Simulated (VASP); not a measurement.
# LiCl (Fm-3m) in VASP: further runs

LiCl is run at these levels: PBE-based screened hybrid with 35 % exact exchange, PBE-based screened hybrid with 10 % exact exchange, HSE06; tasks: single point.

Everything below comes from runs of VASP 6.6.1. Logs are shortened: lines on timing, memory, paths and dates and some standing lists are left out, and cuts for length are marked.

## 1. The cell of the first run

It takes space group Fm-3m (No. 225, cubic). The conventional cell has a = 5.112 Å, b = 5.112 Å, c = 5.112 Å, α = 90.00°, β = 90.00°, γ = 90.00°. Within 3.4 Å of Li (site symmetry m-3m) lie 6 Cl at 2.56 Å. Within 3.4 Å of Cl (site symmetry m-3m) lie 6 Li at 2.56 Å.

## 2. Single point, PBE-based screened hybrid with 35 % exact exchange

POSCAR

```
LiCl
1.0
    0.0000000000      2.5560252063      2.5560252063
    2.5560252063      0.0000000000      2.5560252063
    2.5560252063      2.5560252063      0.0000000000
Li Cl
1 1
Direct
    0.0000000000      0.0000000000      0.0000000000
    0.5000000000      0.5000000000      0.5000000000
```

INCAR.step1

```
PREC     = Accurate       # precision mode
ENCUT    = 520            # plane-wave cutoff, eV
EDIFF    = 1E-5           # SCF threshold, eV
ISMEAR   = 0              # smearing method
SIGMA    = 0.01           # smearing width, eV
LREAL    = False          # projectors in reciprocal space
LASPH    = True           # aspherical terms in the spheres
NELM     = 100            # most SCF steps
ALGO     = Normal         # electronic algorithm
ISIF     = 2              # what is computed and relaxed
LWAVE    = True           # write WAVECAR
LCHARG   = False          # write CHGCAR
GGA      = PE             # functional
NBANDS   = 12             # bands
```

INCAR.step2

```
PREC     = Accurate       # precision mode
ENCUT    = 520            # plane-wave cutoff, eV
EDIFF    = 1E-7           # SCF threshold, eV
ISMEAR   = 0              # smearing method
SIGMA    = 0.01           # smearing width, eV
LREAL    = False          # projectors in reciprocal space
LASPH    = True           # aspherical terms in the spheres
NELM     = 100            # most SCF steps
ALGO     = Normal         # electronic algorithm
ISIF     = 2              # what is computed and relaxed
LWAVE    = False          # write WAVECAR
LCHARG   = False          # write CHGCAR
GGA      = PE             # functional
LHFCALC  = True           # exact exchange
AEXX     = 0.35           # exact-exchange fraction
HFSCREEN = 0.1            # screening, 1/A
PRECFOCK = Normal       
ISTART   = 1            
NBANDS   = 12             # bands
```

KPOINTS

```
regular mesh
0
Gamma
  4 4 4
```

Potentials or basis: VASP PAW PBE potentials, release 64 (Li_sv, Cl).

Run with:

```console
$ cat potpaw_PBE.64/Li_sv/POTCAR potpaw_PBE.64/Cl/POTCAR > POTCAR
$ cp INCAR.step1 INCAR
$ mpirun -np 1 vasp_std > vasp.out
$ cp INCAR.step2 INCAR
$ mpirun -np 1 vasp_std > vasp.out
```

OUTCAR:

```text
PREC = Accurate
   ENCUT = 520
   EDIFF = 1E-7
   ISMEAR = 0
   LREAL = False
   LASPH = True
   NELM = 100
   ISIF = 2
   GGA = PE
   LHFCALC = True
   AEXX = 0.35
   HFSCREEN = 0.1
   PRECFOCK = Normal
   ISTART = 1

 ion  position               nearest neighbor table
   1  0.000  0.000  0.000-   2 2.56   2 2.56   2 2.56   2 2.56   2 2.56   2 2.56
   2  0.500  0.500  0.500-   1 2.56   1 2.56   1 2.56   1 2.56   1 2.56   1 2.56

  LATTYP: Found a face centered cubic cell.
 ALAT       =     5.1120504126

  Lattice vectors:

 A1 = (   0.0000000000,   2.5560252063,   2.5560252063)
 A2 = (   2.5560252063,   0.0000000000,   2.5560252063)
 A3 = (   2.5560252063,   2.5560252063,   0.0000000000)

Analysis of symmetry for initial positions (statically):
=====================================================================
 Subroutine PRICEL returns:
 Original cell was already a primitive cell.

 Routine SETGRP: Setting up the symmetry group for a
 face centered cubic supercell.

 Subroutine GETGRP returns: Found 48 space group operations
 (whereof 48 operations were pure point group operations)
 out of a pool of 48 trial point group operations.

The static configuration has the point symmetry O_h .

Analysis of symmetry for dynamics (positions and initial velocities):
=====================================================================
 Subroutine PRICEL returns:
 Original cell was already a primitive cell.

 Routine SETGRP: Setting up the symmetry group for a
 face centered cubic supercell.

 Subroutine GETGRP returns: Found 48 space group operations
 (whereof 48 operations were pure point group operations)
 out of a pool of 48 trial point group operations.

The dynamic configuration has the point symmetry O_h .

 Subroutine INISYM returns: Found 48 space group operations
 (whereof 48 operations are pure point group operations),
 and found     1 'primitive' translations

----------------------------------------------------------------------------------------

                                     Primitive cell

  volume of cell :      33.3984

  direct lattice vectors                    reciprocal lattice vectors
     0.000000000  2.556025206  2.556025206    -0.195616224  0.195616224  0.195616224
     2.556025206  0.000000000  2.556025206     0.195616224 -0.195616224  0.195616224
     2.556025206  2.556025206  0.000000000     0.195616224  0.195616224 -0.195616224

  length of vectors
     3.614765513  3.614765513  3.614765513     0.338817239  0.338817239  0.338817239

  position of ions in fractional coordinates (direct lattice)
     0.000000000  0.000000000  0.000000000
     0.500000000  0.500000000  0.500000000

  ion indices of the primitive-cell ions
   primitive index   ion index
                 1           1
                 2           2

----------------------------------------------------------------------------------------

 KPOINTS: regular mesh

Automatic generation of k-mesh.
 Grid dimensions read from file:
 generate k-points for:    4    4    4

 Generating k-lattice:

  Cartesian coordinates                     Fractional coordinates (reciprocal lattice)
    -0.048904056  0.048904056  0.048904056     0.250000000  0.000000000  0.000000000
     0.048904056 -0.048904056  0.048904056     0.000000000  0.250000000  0.000000000
     0.048904056  0.048904056 -0.048904056     0.000000000  0.000000000  0.250000000

  Length of vectors
     0.084704310  0.084704310  0.084704310

  Shift w.r.t. Gamma in fractional coordinates (k-lattice)
     0.000000000  0.000000000  0.000000000

 Subroutine IBZKPT returns following result:
 ===========================================

 Found      8 irreducible k-points:

 Following reciprocal coordinates:
            Coordinates               Weight
  0.000000  0.000000  0.000000      1.000000
  0.250000  0.000000  0.000000      8.000000
  0.500000  0.000000  0.000000      4.000000
  0.250000  0.250000  0.000000      6.000000
  0.500000  0.250000  0.000000     24.000000
 -0.250000  0.250000  0.000000     12.000000
  0.500000  0.500000  0.000000      3.000000
 -0.250000  0.500000  0.250000      6.000000
   k-points           NKPTS =      8   k-points in BZ     NKDIM =     64   number of bands    NBANDS=     12
   number of dos      NEDOS =    301   number of ions     NIONS =      2
   total plane-waves  NPLWV =  21952
   dimension x,y,z NGX =    28 NGY =   28 NGZ =   28
   dimension x,y,z NGXF=    56 NGYF=   56 NGZF=   56
   ions per type =               1   1
   NGX,Y,Z   is equivalent  to a cutoff of  12.88, 12.88, 12.88 a.u.
   NGXF,Y,Z  is equivalent  to a cutoff of  25.75, 25.75, 25.75 a.u.
 SYSTEM =  unknown system
   PREC   = accura    normal or accurate (medium, high low for compatibility)
   ISTART =      1    job   : 0-new  1-cont  2-samecut
   ICHARG =      0    charge: 1-file 2-atom 10-const
   ISPIN  =      1    spin polarized calculation?
   LNONCOLLINEAR =      F non collinear calculations
   LSORBIT =      F    spin-orbit coupling
   LASPH  =      T    aspherical Exc in radial PAW
   ENCUT  =  520.0 eV  38.22 Ry    6.18 a.u.   6.72  6.72  6.72*2*pi/ulx,y,z
   NELM   =    100;   NELMIN=  2; NELMDL=  0     # of ELM steps
   EDIFF  = 0.1E-06   stopping-criterion for ELM
   LREAL  =      F    real-space projection
   EDIFFG = 0.1E-05   stopping-criterion for IOM
   NSW    =      0    number of steps for IOM
   IBRION =     -1    ionic relax: 0-MD 1-quasi-New 2-CG
   NFREE  =      0    steps in history (QN), initial steepest desc. (CG)
   ISIF   =      2    stress and relaxation
   ISYM   =      3    0-nonsym 1-usesym 2-fastsym
   POTIM  = 0.5000    time-step for ionic-motion
   TEBEG  =    0.0;   TEEND  =   0.0 temperature during run
   PSTRESS=    0.0 pullay stress
   NELECT =      10.0000    total number of electrons
   NUPDOWN=      -1.0000    fix difference up-down
   EMIN   =  10.00;   EMAX   =-10.00  energy-range for DOS
   EFERMI =   0.00;   METHOD = LEGACY
   ISMEAR =     0;   SIGMA  =   0.01  broadening in eV -4-tet -1-fermi 0-gaus
   EFERMI_NEDOS =   21; number of points for ismear=-14 and -15
   IALGO  =     38    algorithm
   IMIX   =      1    mixing-type and parameters
     AMIX     =   0.40;   BMIX     =  1.00
     AMIX_MAG =   1.60;   BMIX_MAG =  1.00
  volume/ion in A,a.u.               =      16.70       112.69
  Fermi-wavevector in a.u.,A,eV,Ry     =   1.095216  2.069658 16.320156  1.199498
  Thomas-Fermi vector in A             =   2.231535
   LORBIT       =      0    0 simple, 1 ext, 2 COOP (PROOUT), +10 PAW based schemes
   GGA     = PE    functional components
   LHFCALC =     T    Hartree Fock is set to
   PRECFOCK=normal    Normal, Fast or Accurate (Low or Medium for compatibility)
   ENCUT4O =  -1.0   cutoff for four orbital integrals eV
   NKREDX  =     1    reduce k-point grid by
   NKREDY  =     1    reduce k-point grid by
   NKREDZ  =     1    reduce k-point grid by
   AEXX    =    0.3500 exact exchange contribution
   HFSCREEN=    0.1000 screening length (either q_TF or 0.3 A-1)
   HFSCREENC=   0.1000 screening length for correlation (either q_TF or 0.3 A-1)
   ENCUTFOCK=  -1.0 apply spherical cutoff to Coloumb kernel
   IVDW    =     0    specifies the selected vdW correction
   LEPSILON=     F    determine dielectric tensor
   LRPA    =     F    only Hartree local field effects (RPA)
 non-spin polarized calculation
 Gauss-broadening in eV      SIGMA  =   0.01
  energy-cutoff  :      520.00
  volume of cell :       33.40
 maximum number of plane-waves:       934
 NGX is ok and might be reduce to    28
  NGX = 24; NGY = 24; NGZ = 24

 number of electron      10.0000003 magnetization

 Free energy of the ion-electron system (eV)
  ---------------------------------------------------
  ext. energy  EPLUGINS =         0.00000000
  ---------------------------------------------------
  free energy    TOTEN  =        -9.26416786 eV

  energy without entropy =       -9.26416786  energy(sigma->0) =       -9.26416786

 E-fermi :  -0.8531     XC(G=0):  -6.4385

 val. band max:       -0.9854863220   @ k =   0.0000   0.0000   0.0000
 cond. band min:       7.9036233089   @ k =   0.0000   0.0000   0.0000
 fundamental gap:      8.8891096309
 Fermi energy:        -0.8531430386

 k-point     1 :       0.0000    0.0000    0.0000
  band No.  band energies     occupation
      1     -48.3603      2.00000
      2     -16.2142      2.00000
      3      -0.9855      2.00000
      4      -0.9855      2.00000
      5      -0.9855      2.00000
      6       7.9036      0.00000
      7      13.6576      0.00000
      8      13.6576      0.00000
      9      13.6576      0.00000
     10      16.5312      0.00000
     11      16.5313      0.00000
     12      16.5332      0.00000

 k-point     2 :       0.2500    0.0000    0.0000
  band No.  band energies     occupation
      1     -48.3588      2.00000
      2     -15.9027      2.00000
      3      -2.7595      2.00000
      4      -1.1411      2.00000
      5      -1.1411      2.00000
      6       8.7951      0.00000
      7      12.4355      0.00000
      8      12.4356      0.00000
      9      12.7524      0.00000
     10      15.8570      0.00000
     11      15.8571      0.00000
     12      17.5155      0.00000

 k-point     3 :       0.5000    0.0000    0.0000
  band No.  band energies     occupation
      1     -48.3571      2.00000
      2     -15.5511      2.00000
      3      -4.1905      2.00000
      4      -1.2838      2.00000
      5      -1.2838      2.00000
      6       8.2323      0.00000
      7      11.1686      0.00000
      8      11.1687      0.00000
      9      15.0851      0.00000
     10      18.7728      0.00000
     11      19.3864      0.00000
     12      19.3864      0.00000

 k-point     4 :       0.2500    0.2500    0.0000
  band No.  band energies     occupation
      1     -48.3581      2.00000
      2     -15.7865      2.00000
      3      -2.6625      2.00000
      4      -1.6499      2.00000
      5      -1.6499      2.00000
      6      10.2554      0.00000
      7      11.0471      0.00000
      8      11.4624      0.00000
      9      14.4297      0.00000
     10      14.4298      0.00000
     11      17.7121      0.00000
     12      19.7606      0.00000

 k-point     5 :       0.5000    0.2500    0.0000
  band No.  band energies     occupation
      1     -48.3563      2.00000
      2     -15.4160      2.00000
      3      -3.7974      2.00000
      4      -2.4289      2.00000
      5      -1.7931      2.00000
      6       9.7248      0.00000
      7      11.2999      0.00000
      8      12.7083      0.00000
      9      13.1101      0.00000
     10      16.5752      0.00000
     11      19.9039      0.00000
     12      20.8453      0.00000

 k-point     6 :      -0.2500    0.2500    0.0000
  band No.  band energies     occupation
      1     -48.3570      2.00000
      2     -15.5489      2.00000
      3      -3.3577      2.00000
      4      -2.5980      2.00000
      5      -1.3063      2.00000
      6       9.7871      0.00000
      7      11.8869      0.00000
      8      11.9696      0.00000
      9      12.6496      0.00000
     10      16.2955      0.00000
     11      19.2058      0.00000
     12      19.6269      0.00000

 k-point     7 :       0.5000    0.5000    0.0000
  band No.  band energies     occupation
      1     -48.3556      2.00000
      2     -15.2693      2.00000
      3      -4.2535      2.00000
      4      -2.2335      2.00000
      5      -2.2335      2.00000
      6       9.4499      0.00000
      7       9.6913      0.00000
      8      14.4809      0.00000
      9      16.2041      0.00000
     10      16.2041      0.00000
     11      19.2988      0.00000
     12      21.0095      0.00000

 k-point     8 :      -0.2500    0.5000    0.2500
  band No.  band energies     occupation
      1     -48.3556      2.00000
      2     -15.2785      2.00000
      3      -3.3714      2.00000
      4      -3.3713      2.00000
      5      -2.1830      2.00000
      6      11.2729      0.00000
      7      11.9154      0.00000
      8      12.1442      0.00000
      9      12.1442      0.00000
     10      18.0531      0.00000
     11      18.0531      0.00000
     12      21.0692      0.00000

------------------------ aborting loop because EDIFF is reached ----------------------------------------

  FORCE on cell =-STRESS in cart. coord.  units (eV):
  Direction    XX          YY          ZZ          XY          YZ          ZX
  --------------------------------------------------------------------------------------
  -------------------------------------------------------------------------------------
  Total       -0.0802634     -0.0802634     -0.0802634      0.0000000      0.0000000     -0.0000000
  in kB       -3.8503739     -3.8503739     -3.8503739      0.0000000      0.0000000     -0.0000000
  external PRESSURE =      -3.8503739 kB  Pullay stress =       0.0000000 kB

 VOLUME and BASIS-vectors are now :
 -----------------------------------------------------------------------------
  energy-cutoff  :      520.00
  volume of cell :       33.40
      direct lattice vectors                 reciprocal lattice vectors
     0.000000000  2.556025206  2.556025206    -0.195616224  0.195616224  0.195616224
     2.556025206  0.000000000  2.556025206     0.195616224 -0.195616224  0.195616224
     2.556025206  2.556025206  0.000000000     0.195616224  0.195616224 -0.195616224

 POSITION                                       TOTAL-FORCE (eV/Angst)
 -----------------------------------------------------------------------------------
      0.00000      0.00000      0.00000         0.000000      0.000000     -0.000000
      2.55603      2.55603      2.55603        -0.000000     -0.000000      0.000000
 -----------------------------------------------------------------------------------
    total drift:                                0.000001      0.000001      0.000001

  FREE ENERGIE OF THE ION-ELECTRON SYSTEM (eV)
  ---------------------------------------------------
  free  energy   TOTEN  =        -9.2641678602 eV

  energy  without entropy=       -9.2641678602  energy(sigma->0) =       -9.26416786
```

Run time: 7.1 min. Hardware: 1 thread of AMD EPYC, shared host; peak memory 0.22 GiB.

Results:

```yaml
Free_energy: -9.2642 eV
Band_gap_on_the_k_mesh: 8.89 eV
```

Caveat: the k points lie up to 0.53 Å⁻¹ apart; the cutoff is under 1.25 times the usual one of these potentials, so pressure, stress and relaxed cells hold a basis-set (Pulay) error; the PAW data sets were made with another functional, which shifts forces and pressure a little. A k mesh can miss the band edges.

## 3. Single point, PBE-based screened hybrid with 10 % exact exchange

POSCAR is that of step 2.

INCAR.step1

```
SYSTEM = LiCl
PREC = Accurate ; ENCUT = 520
EDIFF = 1E-5 ; ISMEAR = 0
SIGMA = 0.01 ; LREAL = .False.
LASPH = .True. ; NELM = 100
ALGO = Normal ; ISIF = 2
LWAVE = .True. ; LCHARG = .False.
GGA = PE ; NBANDS = 12
```

INCAR.step2

```
SYSTEM = LiCl
PREC = Accurate ; ENCUT = 520
EDIFF = 1E-6 ; ISMEAR = 0
SIGMA = 0.01 ; LREAL = .False.
LASPH = .True. ; NELM = 100
ALGO = Normal ; ISIF = 2
LWAVE = .False. ; LCHARG = .False.
GGA = PE ; LHFCALC = .True.
AEXX = 0.1 ; HFSCREEN = 0.2078
PRECFOCK = Normal ; ISTART = 1
NBANDS = 12
```

KPOINTS

```
regular mesh
0
Gamma
  4 4 4
  0 0 0
```

Potentials or basis: VASP PAW PBE potentials, release 64 (Li_sv, Cl).

Run with:

```console
$ cat potpaw_PBE.64/Li_sv/POTCAR potpaw_PBE.64/Cl/POTCAR > POTCAR
$ cp INCAR.step1 INCAR
$ mpirun -np 1 vasp_std > vasp.out
$ cp INCAR.step2 INCAR
$ mpirun -np 1 vasp_std > vasp.out
```

It took 4.3 min on 1 thread of AMD EPYC, shared host; peak memory 0.22 GiB.

It converged, with:

- Free energy: -7.8044 eV
- Band gap on the k mesh: 6.95 eV

Levels at points of the mesh, in eV from the valence-band top:
| k point | band 1 | band 2 | band 3 | band 4 | band 5 | band 6 | band 7 | band 8 | band 9 | band 10 |
| --- | --- | --- | --- | --- | --- | --- | --- | --- | --- | --- |
| (0.00, 0.00, 0.00) | -44.61 | -13.94 | 0.00 | 0.00 | 0.00 | 6.95 | 12.55 | 12.55 | 12.55 | 15.26 |
| (0.50, 0.00, 0.00) | -44.61 | -13.34 | -2.95 | -0.27 | -0.27 | 7.31 | 10.10 | 10.10 | 13.78 | 17.62 |
| (0.50, 0.50, 0.00) | -44.61 | -13.08 | -3.03 | -1.16 | -1.16 | 8.47 | 8.80 | 13.21 | 14.89 | 14.89 |

Caveat: the k points lie up to 0.53 Å⁻¹ apart; the cutoff is under 1.25 times the usual one of these potentials, so pressure, stress and relaxed cells hold a basis-set (Pulay) error; the PAW data sets were made with another functional, which shifts forces and pressure a little.

## 4. Single point, HSE06

POSCAR is that of step 3.

INCAR.step1

```
SYSTEM = LiCl
ALGO = Normal ; EDIFF = 1E-5
ENCUT = 520 ; GGA = PE
ISIF = 2 ; ISMEAR = 1
LASPH = .True. ; LCHARG = .False.
LREAL = .False. ; LWAVE = .True.
NBANDS = 12 ; NELM = 60
PREC = Accurate ; SIGMA = 0.2
```

INCAR.step2

```
SYSTEM = LiCl
ALGO = Normal ; EDIFF = 1E-6
ENCUT = 520 ; GGA = PE
HFSCREEN = 0.2079 ; ISIF = 2
ISMEAR = 1 ; ISTART = 1
LASPH = .True. ; LCHARG = .False.
LHFCALC = .True. ; LREAL = .False.
LWAVE = .False. ; NBANDS = 12
NELM = 60 ; PREC = Accurate
PRECFOCK = Normal ; SIGMA = 0.2
```

KPOINTS

```
k-points
0
Gamma
  4 4 4
  0 0 0
```

Run with:

```console
$ cat potpaw_PBE.64/Li_sv/POTCAR potpaw_PBE.64/Cl/POTCAR > POTCAR
$ cp INCAR.step1 INCAR
$ mpirun -np 1 vasp_std > vasp.out
$ cp INCAR.step2 INCAR
$ mpirun -np 1 vasp_std > vasp.out
```

Wall time 4.9 min (1 thread of AMD EPYC, shared host); peak memory 0.22 GiB.

The run converged. Its results:

```
Free energy            : -8.4516 eV
Band gap on the k mesh : 7.78 eV
```

Levels at points of the mesh, in eV from the valence-band top:
| k point | band 2 | band 3 | band 4 | band 5 | band 6 | band 7 | band 8 | band 9 |
| --- | --- | --- | --- | --- | --- | --- | --- | --- |
| (0.00, 0.00, 0.00) | -14.72 | 0.00 | 0.00 | 0.00 | 7.78 | 13.46 | 13.46 | 13.46 |
| (0.50, 0.00, 0.00) | -14.08 | -3.11 | -0.31 | -0.31 | 8.12 | 10.98 | 10.98 | 14.81 |
| (0.50, 0.50, 0.00) | -13.81 | -3.18 | -1.23 | -1.23 | 9.31 | 9.59 | 14.22 | 15.92 |

Caveat: the k points lie up to 0.53 Å⁻¹ apart; the cutoff is under 1.25 times the usual one of these potentials, so pressure, stress and relaxed cells hold a basis-set (Pulay) error; the PAW data sets were made with another functional, which shifts forces and pressure a little. A k mesh can miss the band edges.

## 5. Summary

```tsv
level	smearing	share of exact exchange	screening parameter	gap on the mesh (eV)
PBE-based screened hybrid with 35 % exact exchange	gaussian 0.01 eV	0.35	0.1 1/Å	8.89
PBE-based screened hybrid with 10 % exact exchange	gaussian 0.01 eV	0.1	0.2078 1/Å	6.95
HSE06	methfessel-paxton 0.2 eV	0.25	0.2079 1/Å	7.78
```

Alike in all rows: task single point; potentials or basis VASP PAW PBE potentials, release 64 (Li_sv, Cl); no spin polarisation; cell as given; k mesh 4 × 4 × 4; cutoff (eV) 520.

Caveats: all runs use coarse meshes; the cutoff is under 1.25 times the usual one of these potentials, so pressure, stress and relaxed cells hold a basis-set (Pulay) error; the PAW data sets were made with another functional, which shifts forces and pressure a little.

Absolute energies hang on the potentials; compare differences alone.
